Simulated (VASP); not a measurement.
# SiNi (NiAs type) (P6_3/mmc) in VASP: relaxation of cell and atoms with PBE

Aim: the relaxation of cell and atoms of SiNi (NiAs type) with PBE.

Program: VASP 6.6.1. These are calculated values, not measurements. Logs are shortened: lines on timing, memory, paths and dates and some standing lists are left out, and cuts for length are marked.

**1. The cell of the first run**

It takes space group P6_3/mmc (No. 194, hexagonal). The conventional cell has a = 3.329 Å, b = 3.329 Å, c = 5.160 Å, α = 90.00°, β = 90.00°, γ = 120.00°. Ni (site symmetry -3m) has 6 Si at 2.31 Å and 2 Ni at 2.58 Å within 3.1 Å. Within 3.4 Å of Si (site symmetry -6m2) lie 6 Ni at 2.31 Å and 12 Si at 3.22 to 3.33 Å.

**2. Relaxation of cell and atoms, PBE, target pressure 12 GPa, at which the enthalpy is minimised**

File INCAR:

```
ALGO = Normal
EDIFF = 1E-7
EDIFFG = -0.005
ENCUT = 600
GGA = PE
IBRION = 2
ISIF = 3
ISMEAR = -1
LASPH = T
LCHARG = F
LREAL = F
LWAVE = F
NELM = 80
NSW = 60
PREC = Accurate
PSTRESS = 120.0
SIGMA = 0.05
```

File KPOINTS:

```
k-points
0
Gamma
  11 11 6
```

File POSCAR:

```
SiNi
1.0
    3.3287486206      0.0000000000      0.0000000000
   -1.6643743103      2.8827808683      0.0000000000
    0.0000000000      0.0000000000      5.1595603620
Ni Si
2 2
Direct
    0.0000000000      0.0000000000      0.0000000000
    0.0000000000      0.0000000000      0.5000000000
    0.3333333333      0.6666666667      0.2500000000
    0.6666666667      0.3333333333      0.7500000000
```

Potentials or basis: VASP PAW PBE potentials, release 64 (Ni, Si).

Launch:

```bash
cat potpaw_PBE.64/Ni/POTCAR potpaw_PBE.64/Si/POTCAR > POTCAR
mpirun -np 1 vasp_std > vasp.out
```

OUTCAR:

```text
EDIFF = 1E-7
   EDIFFG = -0.005
   ENCUT = 600
   GGA = PE
   IBRION = 2
   ISIF = 3
   ISMEAR = -1
   LASPH = T
   LREAL = F
   NELM = 80
   NSW = 60
   PREC = Accurate
   PSTRESS = 120.0

 ion  position               nearest neighbor table
   1  0.000  0.000  0.000-   3 2.31   4 2.31   4 2.31   3 2.31   4 2.31   3 2.31   2 2.58   2 2.58

   2  0.000  0.000  0.500-   3 2.31   4 2.31   4 2.31   3 2.31   4 2.31   3 2.31   1 2.58   1 2.58

   3  0.333  0.667  0.250-   1 2.31   2 2.31   1 2.31   2 2.31   1 2.31   2 2.31
   4  0.667  0.333  0.750-   1 2.31   2 2.31   1 2.31   2 2.31   1 2.31   2 2.31

  LATTYP: Found a hexagonal cell.
 ALAT       =     3.3287486206
 C/A-ratio  =     1.5500000000

  Lattice vectors:

 A1 = (   3.3287486206,   0.0000000000,   0.0000000000)
 A2 = (  -1.6643743103,   2.8827808683,   0.0000000000)
 A3 = (   0.0000000000,   0.0000000000,   5.1595603620)

Analysis of symmetry for initial positions (statically):
=====================================================================
 Subroutine PRICEL returns:
 Original cell was already a primitive cell.

 Routine SETGRP: Setting up the symmetry group for a
 hexagonal supercell.

 Subroutine GETGRP returns: Found 24 space group operations
 (whereof 12 operations were pure point group operations)
 out of a pool of 24 trial point group operations.

The static configuration has the point symmetry D_3d.
 The point group associated with its full space group is D_6h.

Analysis of symmetry for dynamics (positions and initial velocities):
=====================================================================
 Subroutine PRICEL returns:
 Original cell was already a primitive cell.

 Routine SETGRP: Setting up the symmetry group for a
 hexagonal supercell.

 Subroutine GETGRP returns: Found 24 space group operations
 (whereof 12 operations were pure point group operations)
 out of a pool of 24 trial point group operations.

The dynamic configuration has the point symmetry D_3d.
 The point group associated with its full space group is D_6h.

 Subroutine INISYM returns: Found 24 space group operations
 (whereof 12 operations are pure point group operations),
 and found     1 'primitive' translations

----------------------------------------------------------------------------------------

                                     Primitive cell

  volume of cell :      49.5114

  direct lattice vectors                    reciprocal lattice vectors
     3.328748621  0.000000000  0.000000000     0.300413192  0.173443638  0.000000000
    -1.664374310  2.882780868  0.000000000     0.000000000  0.346887275  0.000000000
     0.000000000  0.000000000  5.159560362     0.000000000  0.000000000  0.193814963

  length of vectors
     3.328748621  3.328748621  5.159560362     0.346887275  0.346887275  0.193814963

  position of ions in fractional coordinates (direct lattice)
     0.000000000  0.000000000  0.000000000
     0.000000000  0.000000000  0.500000000
     0.333333333  0.666666667  0.250000000
     0.666666667  0.333333333  0.750000000

  ion indices of the primitive-cell ions
   primitive index   ion index
                 1           1
                 2           2
                 3           3
                 4           4

----------------------------------------------------------------------------------------

 KPOINTS: k-points

Automatic generation of k-mesh.
 Grid dimensions read from file:
 generate k-points for:   11   11    6

 Generating k-lattice:

  Cartesian coordinates                     Fractional coordinates (reciprocal lattice)
     0.027310290  0.015767603  0.000000000     0.090909091  0.000000000  0.000000000
     0.000000000  0.031535207  0.000000000     0.000000000  0.090909091  0.000000000
     0.000000000  0.000000000  0.032302494     0.000000000  0.000000000  0.166666667

  Length of vectors
     0.031535207  0.031535207  0.032302494

  Shift w.r.t. Gamma in fractional coordinates (k-lattice)
     0.000000000  0.000000000  0.000000000

 Subroutine IBZKPT returns following result:
 ===========================================

 Found     64 irreducible k-points:

 Following reciprocal coordinates:
            Coordinates               Weight
  0.000000  0.000000  0.000000      1.000000
  0.090909  0.000000  0.000000      6.000000
  0.181818  0.000000  0.000000      6.000000
  0.272727 -0.000000  0.000000      6.000000
  0.363636 -0.000000  0.000000      6.000000
  0.454545 -0.000000  0.000000      6.000000
[... 16 lines left out ...]
  0.090909  0.090909  0.166667     12.000000
  0.181818  0.090909  0.166667     24.000000
 [... further k-points ...]
   k-points           NKPTS =     64   k-points in BZ     NKDIM =     64   number of bands    NBANDS=     18
   number of dos      NEDOS =    301   number of ions     NIONS =      4
   total plane-waves  NPLWV =  32928
   dimension x,y,z NGX =    28 NGY =   28 NGZ =   42
   dimension x,y,z NGXF=    56 NGYF=   56 NGZF=   84
   ions per type =               2   2
   NGX,Y,Z   is equivalent  to a cutoff of  13.98, 13.98, 13.53 a.u.
   NGXF,Y,Z  is equivalent  to a cutoff of  27.97, 27.97, 27.07 a.u.
 SYSTEM =  unknown system
   PREC   = accura    normal or accurate (medium, high low for compatibility)
   ISTART =      0    job   : 0-new  1-cont  2-samecut
   ICHARG =      2    charge: 1-file 2-atom 10-const
   ISPIN  =      1    spin polarized calculation?
   LNONCOLLINEAR =      F non collinear calculations
   LSORBIT =      F    spin-orbit coupling
   LASPH  =      T    aspherical Exc in radial PAW
   ENCUT  =  600.0 eV  44.10 Ry    6.64 a.u.   6.65  6.65 10.30*2*pi/ulx,y,z
   NELM   =     80;   NELMIN=  2; NELMDL= -5     # of ELM steps
   EDIFF  = 0.1E-06   stopping-criterion for ELM
   LREAL  =      F    real-space projection
   EDIFFG = -.5E-02   stopping-criterion for IOM
   NSW    =     60    number of steps for IOM
   IBRION =      2    ionic relax: 0-MD 1-quasi-New 2-CG
   NFREE  =      1    steps in history (QN), initial steepest desc. (CG)
   ISIF   =      3    stress and relaxation
   ISYM   =      2    0-nonsym 1-usesym 2-fastsym
   POTIM  = 0.5000    time-step for ionic-motion
   TEBEG  =    0.0;   TEEND  =   0.0 temperature during run
   PSTRESS=  120.0 pullay stress
   NELECT =      28.0000    total number of electrons
   NUPDOWN=      -1.0000    fix difference up-down
   EMIN   =  10.00;   EMAX   =-10.00  energy-range for DOS
   EFERMI =   0.00;   METHOD = LEGACY
   ISMEAR =    -1;   SIGMA  =   0.05  broadening in eV -4-tet -1-fermi 0-gaus
   EFERMI_NEDOS =   21; number of points for ismear=-14 and -15
   IALGO  =     38    algorithm
   IMIX   =      4    mixing-type and parameters
     AMIX     =   0.40;   BMIX     =  1.00
     AMIX_MAG =   1.60;   BMIX_MAG =  1.00
  volume/ion in A,a.u.               =      12.38        83.53
  Fermi-wavevector in a.u.,A,eV,Ry     =   1.353814  2.558338 24.936933  1.832813
  Thomas-Fermi vector in A             =   2.481038
   LORBIT       =      0    0 simple, 1 ext, 2 COOP (PROOUT), +10 PAW based schemes
   GGA     = PE    functional components
   LHFCALC =     F    Hartree Fock is set to
   AEXX    =    0.0000 exact exchange contribution
   IVDW    =     0    specifies the selected vdW correction
   LEPSILON=     F    determine dielectric tensor
   LRPA    =     F    only Hartree local field effects (RPA)
 conjugate gradient relaxation of ions
 non-spin polarized calculation
  energy-cutoff  :      600.00
  volume of cell :       49.51
 maximum number of plane-waves:      1701
 NGX is ok and might be reduce to    28
   NGX = 13   NGY = 13   NGZ = 21

--------------------------------------- Ionic step        1  -------------------------------------------

 number of electron      27.9999993 magnetization

 Free energy of the ion-electron system (eV)
  ---------------------------------------------------
  ext. energy  EPLUGINS =         0.00000000
  ---------------------------------------------------
  free energy    TOTEN  =       -23.22071105 eV

  energy without entropy =      -23.21007825  energy(sigma->0) =      -23.21539465

 E-fermi :   9.9625     XC(G=0): -12.0695

 val. band max:        9.9613097305   @ k =   0.1818   0.1818   0.1667
 cond. band min:       9.9655461476   @ k =   0.2727   0.0909   0.0000
 fundamental gap:      0.0042364171
 Fermi energy:         9.9625285748

 k-point     1 :       0.0000    0.0000    0.0000
  band No.  band energies     occupation
      1      -2.5745      2.00000
      2       2.1181      2.00000
      3       3.1512      2.00000
      4       6.0305      2.00000
      5       6.0305      2.00000
      6       6.2339      2.00000
[... 10 lines left out ...]
     17      15.4899      0.00000
     18      15.4899      0.00000
[... 466 lines left out ...]
      2       1.7561      2.00000
      3       4.7118      2.00000
      4       5.8496      2.00000
      5       6.0725      2.00000
      6       6.1838      2.00000
[... 10 lines left out ...]
     17      14.2898      0.00000
     18      15.1669      0.00000

 [... further k-points ...]

------------------------ aborting loop because EDIFF is reached ----------------------------------------

  FORCE on cell =-STRESS in cart. coord.  units (eV):
  Direction    XX          YY          ZZ          XY          YZ          ZX
  --------------------------------------------------------------------------------------
  -------------------------------------------------------------------------------------
  Total        3.0711299      3.0711299     -0.1015094      0.0000000      0.0000000      0.0000000
  in kB       99.3810188     99.3810188     -3.2848183      0.0000000      0.0000000      0.0000000
  external PRESSURE =     -54.8409269 kB  Pullay stress =     120.0000000 kB
[... 99 lines left out ...]
  FREE ENERGIE OF THE ION-ELECTRON SYSTEM (eV)
  ---------------------------------------------------
  free  energy   TOTEN  =       -23.1289907508 eV

  energy  without entropy=      -23.1155438427  energy(sigma->0) =      -23.12226730

  enthalpy is  TOTEN    =       -19.5778570724 eV   P V=        3.5511336784

[... ionic steps 4 to 8 ...]

--------------------------------------- Ionic step        9  -------------------------------------------

 number of electron      28.0000012 magnetization

------------------------ aborting loop because EDIFF is reached ----------------------------------------

  FORCE on cell =-STRESS in cart. coord.  units (eV):
  Direction    XX          YY          ZZ          XY          YZ          ZX
  --------------------------------------------------------------------------------------
  -------------------------------------------------------------------------------------
  Total        3.6612706      3.6612706      3.5645414      0.0000000      0.0000000     -0.0000000
  in kB      121.6264384    121.6264384    118.4131189      0.0000000      0.0000000     -0.0000000
  external PRESSURE =       0.5553319 kB  Pullay stress =     120.0000000 kB
[... 65 lines left out ...]
  enthalpy is  TOTEN    =       -19.6855452564 eV   P V=        3.6117834166

--------------------------------------- Ionic step       11  -------------------------------------------

 number of electron      28.0000013 magnetization

 Free energy of the ion-electron system (eV)
  ---------------------------------------------------
  ext. energy  EPLUGINS =         0.00000000
  ---------------------------------------------------
  free energy    TOTEN  =       -23.29870316 eV

  energy without entropy =      -23.28396363  energy(sigma->0) =      -23.29133340

 E-fermi :  10.2345     XC(G=0): -12.1889

 val. band max:       10.1805742629   @ k =   0.1818   0.1818   0.5000
 cond. band min:      10.2668886031   @ k =   0.2727   0.2727   0.3333
 fundamental gap:      0.0863143402
 Fermi energy:        10.2345083146

 k-point     1 :       0.0000    0.0000    0.0000
  band No.  band energies     occupation
      1      -2.4164      2.00000
      2       3.4355      2.00000
      3       3.7829      2.00000
      4       5.8702      2.00000
      5       5.8702      2.00000
      6       6.1208      2.00000
[... 10 lines left out ...]
     17      15.1946      0.00000
     18      15.6506      0.00000
[... 466 lines left out ...]
      2       2.4711      2.00000
      3       5.0427      2.00000
      4       5.9762      2.00000
      5       6.0122      2.00000
      6       6.2288      2.00000
[... 10 lines left out ...]
     17      14.5054      0.00000
     18      15.7634      0.00000

 [... further k-points ...]

------------------------ aborting loop because EDIFF is reached ----------------------------------------

  FORCE on cell =-STRESS in cart. coord.  units (eV):
  Direction    XX          YY          ZZ          XY          YZ          ZX
  --------------------------------------------------------------------------------------
  -------------------------------------------------------------------------------------
  Total        3.6291119      3.6291119      3.6183787      0.0000000      0.0000000      0.0000000
  in kB      120.5317172    120.5317172    120.1752409      0.0000000      0.0000000      0.0000000
  external PRESSURE =       0.4128918 kB  Pullay stress =     120.0000000 kB
[... 19 lines left out ...]
  FREE ENERGIE OF THE ION-ELECTRON SYSTEM (eV)
  ---------------------------------------------------
  free  energy   TOTEN  =       -23.2987031618 eV

  energy  without entropy=      -23.2839636307  energy(sigma->0) =      -23.29133340

  enthalpy is  TOTEN    =       -19.6856008424 eV   P V=        3.6131023194

 reached required accuracy - stopping structural energy minimisation
```

Wall time 12 min (1 thread of Intel Xeon 8259CL, shared host); peak memory 0.23 GiB.

Results:

```yaml
Free_energy: -23.2987 eV
Relaxed_volume: 12.06 Å³/atom
Relaxed_cell: a = 3.429 Å, b = 3.429 Å, c = 4.738 Å, α = 90.00°, β = 90.00°, γ = 120.00°
Space_group_after_relaxing_to_0.1_Å: P6_3/mmc (No. 194)
Energy_change_on_relaxing_the_run_minimises_the_enthalpy: -19.5 meV/atom
Ionic_steps: 11
Pressure_after_relaxing: 12.0 GPa
Band_gap_on_the_k_mesh: zero (bands 14 and 15 overlap by 5.24 eV)
```

Step by step:
| step | energy change (eV) | largest force (eV/Å) | pressure (GPa) | volume (Å³) |
| --- | --- | --- | --- | --- |
| 1 | 0.0000 | 0.0000 | 6.52 | 49.51 |
| 2 | 0.1720 | 0.0000 | 20.28 | 46.51 |
| 3 | 0.0917 | 0.0000 | 15.65 | 47.41 |
| 4 | -0.0066 | 0.0000 | 14.34 | 47.70 |
| 5 | -0.0397 | 0.0000 | 13.70 | 47.97 |
| 6 | -0.0467 | 0.0000 | 13.76 | 47.86 |
| 7 | -0.0489 | 0.0000 | 13.73 | 47.88 |
| 8 | -0.1168 | 0.0000 | 9.43 | 48.83 |
| 9 | -0.0771 | 0.0000 | 12.06 | 48.23 |
| 10 | -0.0766 | 0.0000 | 12.12 | 48.22 |
| 11 | -0.0780 | 0.0000 | 12.04 | 48.24 |

Final structure:
```
Ni Si
1.0
     3.42884    0.00000    0.00000
    -1.71442    2.96946    0.00000
     0.00000    0.00000    4.73789
Ni Si
2 2
Direct
  0.00000 0.00000 0.00000
  0.00000 0.00000 0.50000
  0.33333 0.66667 0.25000
  0.66667 0.33333 0.75000
```

Levels at points of the mesh, in eV from the Fermi level:
```
           k point  band 11  band 12  band 13  band 14  band 15  band 16  band 17  band 18
(0.00, 0.00, 0.00)    -1.62    -1.62     0.33     2.52     2.52     4.96     4.96     5.42
(0.00, 0.00, 0.50)    -2.68    -2.68     2.47     2.47     4.55     4.55     4.55     4.55
```

Caveat: the cell is relaxed towards a set pressure, so the run minimises the enthalpy, not the energy.
